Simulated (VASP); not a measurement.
NbAgCl3: single point with PBE

NbAgCl3:

```
Nb Ag Cl
1.0
     4.75062    0.00000    0.00000
     0.00000    4.75062    0.00000
     0.00000    0.00000    4.75062
Nb Ag Cl
1 1 3
Direct
  0.00000 0.00000 0.00000
  0.50000 0.50000 0.50000
  0.00000 0.50000 0.50000
  0.50000 0.00000 0.50000
  0.50000 0.50000 0.00000
```

```
Program             : VASP 6.6.1
Task                : single point
Functional          : PBE
Potentials or basis : VASP PAW PBE potentials, release 64 (Nb_sv, Ag, Cl)
Cutoff              : 520 eV
k mesh              : 4 × 4 × 4
Occupations         : gaussian, width 0.1 eV
Spin                : no spin polarisation
```

- Pressure: 8.5 GPa
- Band gap on the k mesh: zero (an odd number of electrons rules out a gap without spin polarisation)

Levels at points of the mesh, in eV from the Fermi level:
```
           k point  band 19  band 20  band 21  band 22  band 23  band 24  band 25  band 26
(0.00, 0.00, 0.00)    -3.51    -3.51    -3.51    -0.69    -0.69    -0.36    -0.22    -0.22
(0.50, 0.00, 0.00)    -2.94    -2.94    -1.93    -0.23    -0.14     0.21     0.57     0.57
(0.50, 0.50, 0.00)    -3.08    -3.08    -0.06    -0.01     0.37     0.59     0.59     0.61
(0.50, 0.50, 0.50)    -2.99    -0.23    -0.23    -0.23     0.09     0.09     0.30     0.63
```

It took 70 s on 1 thread of Intel Xeon 8259CL (shared host), peak memory 0.22 GiB.

Caveat: the cell stands under pressure; an odd number of electrons without spin polarisation forces a metal; a magnetic or distorted state may lie lower.
